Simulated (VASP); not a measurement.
# Hf4Cl3 in VASP: notebook

The runs below take Hf4Cl3 through single point, with PBE.

Everything below comes from runs of VASP 6.6.1. Logs are shortened: lines on timing, memory, paths and dates and some standing lists are left out, and cuts for length are marked.

### 1 The cell of the first run

It takes space group I4/mmm (No. 139, tetragonal). The conventional cell has a = 4.249 Å, b = 4.249 Å, c = 18.522 Å, α = 90.00°, β = 90.00°, γ = 90.00°. Within 3.2 Å of Hf (site symmetry 2mm) lie 3 Cl at 2.39 to 3.09 Å and 4 Hf at 3.00 Å. Cl (site symmetry -4m2) has 2 Hf at 2.39 Å and 4 Cl at 3.00 Å within 3.2 Å. Cl (site symmetry 4/mmm) has 8 Hf at 3.09 Å and 4 Cl at 4.25 Å within 4.3 Å.

The cell was built from a structure type or drawn by symmetry, and may not be a known phase.

### 2 Single point, PBE

Contents of INCAR:

```
PREC     = Accurate       # precision mode
ENCUT    = 500            # plane-wave cutoff, eV
EDIFF    = 1E-6           # SCF threshold, eV
ISMEAR   = 0              # smearing method
SIGMA    = 0.2            # smearing width, eV
LREAL    = False          # projectors in reciprocal space
LASPH    = True           # aspherical terms in the spheres
NELM     = 120            # most SCF steps
ALGO     = Normal         # electronic algorithm
ISIF     = 2              # what is computed and relaxed
LWAVE    = False          # write WAVECAR
LCHARG   = False          # write CHGCAR
GGA      = PE             # functional
NBANDS   = 40             # bands
GGA_COMPAT= False
```

Contents of KPOINTS:

```
regular mesh
0
Gamma
  4 4 4
```

Contents of POSCAR:

```
Hf4Cl3
1.0
   -2.1247215426      2.1247215426      9.2610262857
    2.1247215426     -2.1247215426      9.2610262857
    2.1247215426      2.1247215426     -9.2610262857
Hf Cl
4 3
Direct
    0.8791746117      0.3791746117      0.5000000000
    0.3791746117      0.8791746117      0.5000000000
    0.1208253883      0.6208253883      0.5000000000
    0.6208253883      0.1208253883      0.5000000000
    0.7500000000      0.2500000000      0.5000000000
    0.2500000000      0.7500000000      0.5000000000
    0.5000000000      0.5000000000      0.0000000000
```

Potentials or basis: VASP PAW PBE potentials, release 64 (Hf_pv, Cl).

Launch:

```
$ cat potpaw_PBE.64/Hf_pv/POTCAR potpaw_PBE.64/Cl/POTCAR > POTCAR
$ mpirun -np 1 vasp_std > vasp.out
```

OUTCAR:

```text
PREC = Accurate
   ENCUT = 500
   EDIFF = 1E-6
   ISMEAR = 0
   LREAL = False
   LASPH = True
   NELM = 120
   ISIF = 2
   GGA = PE

 ion  position               nearest neighbor table
   1  0.879  0.379  0.500-   5 2.39   2 3.00   2 3.00   2 3.00   2 3.00   7 3.09   7 3.09
   2  0.379  0.879  0.500-   6 2.39   1 3.00   1 3.00   1 3.00   1 3.00   7 3.09   7 3.09
   3  0.121  0.621  0.500-   6 2.39   4 3.00   4 3.00   4 3.00   4 3.00   7 3.09   7 3.09
   4  0.621  0.121  0.500-   5 2.39   3 3.00   3 3.00   3 3.00   3 3.00   7 3.09   7 3.09
   5  0.750  0.250  0.500-   1 2.39   4 2.39
   6  0.250  0.750  0.500-   2 2.39   3 2.39
   7  0.500  0.500  0.000-   3 3.09   4 3.09   1 3.09   2 3.09   3 3.09   4 3.09   2 3.09   1 3.09

  LATTYP: Found a body centered tetragonal cell.
 ALAT       =     4.2494430852
 C/A-ratio  =     4.3587011757

  Lattice vectors:

 A1 = (  -2.1247215426,   2.1247215426,   9.2610262857)
 A2 = (   2.1247215426,  -2.1247215426,   9.2610262857)
 A3 = (   2.1247215426,   2.1247215426,  -9.2610262857)

Analysis of symmetry for initial positions (statically):
=====================================================================
 Subroutine PRICEL returns:
 Original cell was already a primitive cell.

 Routine SETGRP: Setting up the symmetry group for a
 body centered tetragonal supercell.

 Subroutine GETGRP returns: Found 16 space group operations
 (whereof 16 operations were pure point group operations)
 out of a pool of 16 trial point group operations.

The static configuration has the point symmetry D_4h.

Analysis of symmetry for dynamics (positions and initial velocities):
=====================================================================
 Subroutine PRICEL returns:
 Original cell was already a primitive cell.

 Routine SETGRP: Setting up the symmetry group for a
 body centered tetragonal supercell.

 Subroutine GETGRP returns: Found 16 space group operations
 (whereof 16 operations were pure point group operations)
 out of a pool of 16 trial point group operations.

The dynamic configuration has the point symmetry D_4h.

 Subroutine INISYM returns: Found 16 space group operations
 (whereof 16 operations are pure point group operations),
 and found     1 'primitive' translations

----------------------------------------------------------------------------------------

[... 92 lines left out ...]
   EDIFFG = 0.1E-04   stopping-criterion for IOM
   NSW    =      0    number of steps for IOM
   IBRION =     -1    ionic relax: 0-MD 1-quasi-New 2-CG
   NFREE  =      0    steps in history (QN), initial steepest desc. (CG)
   ISIF   =      2    stress and relaxation
   ISYM   =      2    0-nonsym 1-usesym 2-fastsym
   POTIM  = 0.5000    time-step for ionic-motion
   TEBEG  =    0.0;   TEEND  =   0.0 temperature during run
   PSTRESS=    0.0 pullay stress
   NELECT =      61.0000    total number of electrons
   NUPDOWN=      -1.0000    fix difference up-down
   EMIN   =  10.00;   EMAX   =-10.00  energy-range for DOS
   EFERMI =   0.00;   METHOD = LEGACY
   ISMEAR =     0;   SIGMA  =   0.20  broadening in eV -4-tet -1-fermi 0-gaus
   EFERMI_NEDOS =   21; number of points for ismear=-14 and -15
   IALGO  =     38    algorithm
   IMIX   =      4    mixing-type and parameters
     AMIX     =   0.40;   BMIX     =  1.00
     AMIX_MAG =   1.60;   BMIX_MAG =  1.00
  volume/ion in A,a.u.               =      23.89       161.22
  Fermi-wavevector in a.u.,A,eV,Ry     =   1.169707  2.210426 18.615685  1.368214
  Thomas-Fermi vector in A             =   2.306176
   LORBIT       =      0    0 simple, 1 ext, 2 COOP (PROOUT), +10 PAW based schemes
   GGA     = PE    functional components
   LHFCALC =     F    Hartree Fock is set to
   AEXX    =    0.0000 exact exchange contribution
   IVDW    =     0    specifies the selected vdW correction
   LEPSILON=     F    determine dielectric tensor
   LRPA    =     F    only Hartree local field effects (RPA)
 non-spin polarized calculation
 Gauss-broadening in eV      SIGMA  =   0.20
  energy-cutoff  :      500.00
  volume of cell :      167.23
 maximum number of plane-waves:      4258
   NGX = 35   NGY = 35   NGZ = 35

 number of electron      61.0000005 magnetization

 Free energy of the ion-electron system (eV)
  ---------------------------------------------------
  ext. energy  EPLUGINS =         0.00000000
  ---------------------------------------------------
  free energy    TOTEN  =       -44.99600590 eV

  energy without entropy =      -44.87340388  energy(sigma->0) =      -44.93470489

 E-fermi :   4.6451     XC(G=0): -10.0066

 val. band max:        4.6051877340   @ k =  -0.2500   0.5000   0.2500
 cond. band min:       4.6967483749   @ k =  -0.2500   0.5000   0.2500
 fundamental gap:      0.0915606410
 Fermi energy:         4.6450776486

 k-point     1 :       0.0000    0.0000    0.0000
  band No.  band energies     occupation
      1     -27.0153      2.00000
      2     -26.9890      2.00000
      3     -26.8592      2.00000
      4     -26.8472      2.00000
      5     -26.7281      2.00000
      6     -26.7281      2.00000
[... 548 lines left out ...]
     39       7.8082      0.00000
     40       8.3450      0.00000

------------------------ aborting loop because EDIFF is reached ----------------------------------------

  FORCE on cell =-STRESS in cart. coord.  units (eV):
  Direction    XX          YY          ZZ          XY          YZ          ZX
  --------------------------------------------------------------------------------------
  -------------------------------------------------------------------------------------
  Total       -0.5504134     -0.5504134      0.1032414      0.0000000     -0.0000000      0.0000000
  in kB       -5.2732268     -5.2732268      0.9891025      0.0000000     -0.0000000      0.0000000
  external PRESSURE =      -3.1857837 kB  Pullay stress =       0.0000000 kB

 VOLUME and BASIS-vectors are now :
 -----------------------------------------------------------------------------
  energy-cutoff  :      500.00
  volume of cell :      167.23
      direct lattice vectors                 reciprocal lattice vectors
    -2.124721543  2.124721543  9.261026286     0.000000000  0.235324954  0.053989697
     2.124721543 -2.124721543  9.261026286     0.235324954  0.000000000  0.053989697
     2.124721543  2.124721543 -9.261026286     0.235324954  0.235324954  0.000000000

 POSITION                                       TOTAL-FORCE (eV/Angst)
 -----------------------------------------------------------------------------------
      0.00000      2.12472      7.02309        -0.000000      0.000000     -0.019519
      2.12472      0.00000      7.02309         0.000000     -0.000000     -0.019519
      2.12472     -0.00000      2.23793         0.000000     -0.000000      0.019519
     -0.00000      2.12472      2.23793        -0.000000      0.000000      0.019519
     -0.00000      2.12472      4.63051         0.000000      0.000000      0.000000
      2.12472     -0.00000      4.63051         0.000000      0.000000      0.000000
      0.00000      0.00000      9.26103         0.000000      0.000000      0.000000
 -----------------------------------------------------------------------------------
    total drift:                                0.000000      0.000000     -0.000000

  FREE ENERGIE OF THE ION-ELECTRON SYSTEM (eV)
  ---------------------------------------------------
  free  energy   TOTEN  =       -44.9960058995 eV

  energy  without entropy=      -44.8734038815  energy(sigma->0) =      -44.93470489
```

Run time: 4.2 min. Hardware: 1 thread of Intel Xeon 6975P-C (Granite Rapids), shared host; peak memory 0.69 GiB.

Results:

* Free energy: -44.9960 eV
* Pressure: -0.3 GPa
* Largest force: 0.020 eV/Å
* Band gap on the k mesh: zero (an odd number of electrons rules out a gap without spin polarisation)

Forces in eV/Å, atoms in the order of the input:
```
Hf   0.000  0.000 -0.020
Hf   0.000  0.000 -0.020
Hf   0.000  0.000  0.020
Hf   0.000  0.000  0.020
Cl   0.000  0.000  0.000
Cl   0.000  0.000  0.000
Cl   0.000  0.000  0.000
```

Levels at points of the mesh, in eV from the Fermi level:
```tsv
k point	band 27	band 28	band 29	band 30	band 31	band 32	band 33	band 34	band 35	band 36
(0.00, 0.00, 0.00)	-2.42	-1.68	-1.39	-1.31	-0.45	0.22	0.22	0.65	0.65	2.06
(0.50, 0.00, 0.00)	-1.51	-0.71	0.19	0.65	0.67	0.67	0.68	0.86	0.94	1.03
(0.50, 0.50, 0.00)	-1.72	-1.54	-1.47	-1.07	-0.47	0.44	1.10	1.86	1.90	2.06
(0.50, 0.50, 0.50)	-2.48	-1.60	-1.36	-1.34	-0.36	-0.36	-0.15	1.05	1.49	1.49
```

Caveat: the k points lie up to 0.38 Å⁻¹ apart, too coarse for converged energies and pressures of a metal; spin-orbit coupling is left out, which moves the levels of the heavy elements; an odd number of electrons without spin polarisation forces a metal; a magnetic or distorted state may lie lower.

### 3 Single point, PBE

This run uses another cell than the first one, of 31.25 Å³/atom.

Contents of INCAR:

```
PREC = Accurate
ENCUT = 500
EDIFF = 1E-6
ISMEAR = 0
SIGMA = 0.2
LREAL = False
LASPH = True
NELM = 120
ALGO = Normal
ISIF = 2
LWAVE = False
LCHARG = True
GGA = PE
LELF = True
LVHAR = True
NBANDS = 40
GGA_COMPAT = False
```

KPOINTS is that of step 2.

Contents of POSCAR:

```
Hf4Cl3
1.0
   -4.4876283211      3.4913366771      3.4898782003
    4.4876283211     -3.4913366771      3.4898782003
    4.4876283211      3.4913366771     -3.4898782003
Hf Cl
4 3
Direct
    0.7097426745      0.2097426745      0.5000000000
    0.2902573255      0.7902573255      0.5000000000
    0.7094446378      0.5000000000      0.2094446378
    0.2905553622      0.5000000000      0.7905553622
    0.0000000000      0.6837075935      0.6837075935
    0.0000000000      0.3162924065      0.3162924065
    0.0000000000      0.0000000000      0.0000000000
```

Potentials or basis: VASP PAW PBE potentials, release 64 (Hf_pv, Cl).

Launch:

```
$ cat potpaw_PBE.64/Hf_pv/POTCAR potpaw_PBE.64/Cl/POTCAR > POTCAR
$ mpirun -np 1 vasp_std > vasp.out
```

It took 2.1 min on 1 thread of Intel Xeon 6975P-C (Granite Rapids), shared host; peak memory 0.4 GiB.

Results (log left out):

* Free energy: -39.5074 eV
* Pressure: -0.4 GPa
* Largest force: 0.156 eV/Å
* Band gap on the k mesh: zero (an odd number of electrons rules out a gap without spin polarisation)

Forces on the atoms (eV/Å):
```
Hf   0.000  0.000  0.151
Hf   0.000  0.000 -0.151
Hf   0.000  0.156  0.000
Hf   0.000 -0.156  0.000
Cl  -0.022  0.000  0.000
Cl   0.022  0.000  0.000
Cl   0.000  0.000  0.000
```

Stress tensor (GPa, compression positive):
```
-0.03  0.00  0.00
 0.00 -0.53  0.00
 0.00  0.00 -0.55
```

Levels at points of the mesh, in eV from the Fermi level:
| k point | band 28 | band 29 | band 30 | band 31 | band 32 | band 33 | band 34 | band 35 |
| --- | --- | --- | --- | --- | --- | --- | --- | --- |
| (0.00, 0.00, 0.00) | -0.30 | -0.28 | -0.23 | 0.01 | 0.04 | 0.27 | 1.16 | 1.17 |
| (0.50, 0.00, 0.00) | -0.84 | -0.48 | -0.44 | 0.16 | 0.68 | 0.68 | 0.78 | 1.20 |
| (0.00, 0.50, 0.00) | -0.37 | -0.31 | -0.27 | 0.01 | 0.13 | 0.45 | 0.81 | 1.04 |
| (0.50, 0.50, 0.00) | -0.37 | -0.31 | -0.27 | 0.00 | 0.13 | 0.45 | 0.81 | 1.04 |
| (0.50, 0.50, 0.50) | -0.34 | -0.34 | -0.17 | -0.17 | -0.06 | 1.03 | 1.07 | 1.07 |

Caveat: spin-orbit coupling is left out, which moves the levels of the heavy elements; an odd number of electrons without spin polarisation forces a metal; a magnetic or distorted state may lie lower.
